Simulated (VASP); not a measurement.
Here is a VASP 6.6.1 calculation.

The input INCAR:

```
SYSTEM = KNaICl
ALGO = Normal
EDIFF = 1E-6
ENCUT = 520
GGA = CA
ISIF = 2
ISMEAR = 0
LASPH = .True.
LCHARG = .False.
LREAL = .False.
LWAVE = .False.
NBANDS = 23
NELM = 60
PREC = Accurate
SIGMA = 0.05
```

The input KPOINTS:

```
k-points
0
Gamma
  6 6 4
  0 0 0
```

The input POSCAR:

```
KNaICl
1.0
    4.0828232532      0.0000000000      0.0000000000
    0.0000000000      4.0828232532      0.0000000000
    0.0000000000      0.0000000000      7.2143603490
K Na I Cl
1 1 1 1
Direct
    0.5000000000      0.5000000000      0.5000000000
    0.0000000000      0.0000000000      0.0000000000
    0.5000000000      0.5000000000      0.0000000000
    0.0000000000      0.0000000000      0.5000000000
```

Potentials or basis: VASP PAW LDA potentials, release 64 (K_sv, Na_pv, I, Cl).

Run with:

```console
$ cat potpaw_LDA.64/K_sv/POTCAR potpaw_LDA.64/Na_pv/POTCAR potpaw_LDA.64/I/POTCAR potpaw_LDA.64/Cl/POTCAR > POTCAR
$ mpirun -np 1 vasp_std > vasp.out
```

Q: Predict the band gap on the k mesh.

A: 3.95 eV, indirect (least direct gap 4.07 eV).

Q: Predict the pressure.

A: 2.3 GPa.

Stress tensor (GPa, compression positive):
```
 4.37  0.00  0.00
 0.00  4.37  0.00
 0.00  0.00 -1.97
```

Caveat: the cell differs from its parent crystal (strain +e along x and -e along y +0.0000, strain +e along z and -e/2 along x and y +0.1100); spin-orbit coupling is left out, which moves the levels of the heavy elements. A k mesh can miss the band edges.
